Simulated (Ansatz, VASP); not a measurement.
## SnO2 in VASP and in Ansatz

```
CELL_PARAMETERS angstrom
1.67065 0.96455 5.31170
-1.67065 0.96455 5.31170
0.00000 -1.92910 5.31170
ATOMIC_POSITIONS crystal
Sn 0.50000 0.50000 0.50000
O 0.23488 0.23488 0.23488
O 0.76512 0.76512 0.76512
```

Alike in both runs: task single point; functional PBE; k mesh 12 × 12 × 12; occupations gaussian, width 0.05 eV; no spin polarisation.

```csv
,VASP,Ansatz
version,VASP 6.6.1,Ansatz 0.2.0
potentials or method,"VASP PAW PBE potentials, release 64 (Sn_d, O), cutoff 520 eV","scalar-relativistic, plane waves, PAW"
valence electrons in the cell,26,26
```

```csv
,VASP,Ansatz,Ansatz less VASP
gap on the k mesh at the Fermi level (eV),1.51,1.53,+0.021
least direct gap on the mesh (eV),1.60,1.62,+0.018
pressure (GPa),-12.2,-12.5,-0.36
"traceless stress, the component that is largest in VASP (GPa)",2.85,3.07,+0.222
rms of the force components (eV/Å),0.618,0.639,+0.0207
```

Atom by atom the forces differ by 0.021 eV/Å (rms over components).
